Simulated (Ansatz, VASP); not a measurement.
# One calculation of Na, two programs

INCAR

```
PREC = Accurate ; ENCUT = 500
EDIFF = 1E-6 ; ISMEAR = -5
SIGMA = 0.1 ; LREAL = False
LASPH = True ; NELM = 120
ALGO = Normal ; ISIF = 2
LWAVE = False ; LCHARG = False
GGA = PS ; NBANDS = 10
GGA_COMPAT = False
```

File KPOINTS:

```
Automatic mesh
0
Gamma
  8 8 8
```

POSCAR

```
Na
1.0
   -2.1040267987      2.1040267987      2.1040267987
    2.1040267987     -2.1040267987      2.1040267987
    2.1040267987      2.1040267987     -2.1040267987
Na
1
Direct
    0.0481462070      0.0409921603     -0.0326747422
```

Input for Ansatz:

```yaml
crystal:
  lattice:
    - [-2.1040267987, 2.1040267987, 2.1040267987]
    - [2.1040267987, -2.1040267987, 2.1040267987]
    - [2.1040267987, 2.1040267987, -2.1040267987]
  atoms:
    - { symbol: Na, position: [0.048146207, 0.0409921603, -0.0326747422] }
basis:
  ecutwfc: 420
kpoints:
  mp_grid: { grid: [8, 8, 8] }
hamiltonian:
  xc: pbesol
scf:
  occupations: { method: tetrahedron }
  max_iter: 57
output:
  forces: true
  stress: true
  eigenvalues: true
```

Alike in both runs: task single point; functional PBEsol; k mesh 8 × 8 × 8; occupations tetrahedron; no spin polarisation.

|  | VASP | Ansatz |
| --- | --- | --- |
| version | VASP 6.6.1 | Ansatz 0.2.0 |
| potentials or method | VASP PAW PBE potentials, release 64 (Na_pv), cutoff 500 eV | scalar-relativistic, plane waves, PAW |
| valence electrons in the cell | 7 | 9 |

|  | VASP | Ansatz | Ansatz less VASP |
| --- | --- | --- | --- |
| gap on the k mesh at the Fermi level (eV) | none | none | - |
| pressure (GPa) | -0.2 | -0.2 | +0.04 |

VASP's potentials were made for PBE, not for PBEsol. A gap of «none» marks a metal or a gap that the smearing closes. VASP's potentials hold 7 valence electrons a cell and Ansatz's 9, so a difference there can come from the potentials and not from the codes. Ansatz's warnings: band table not solved further, tetrahedron derivatives may miss energy slope.
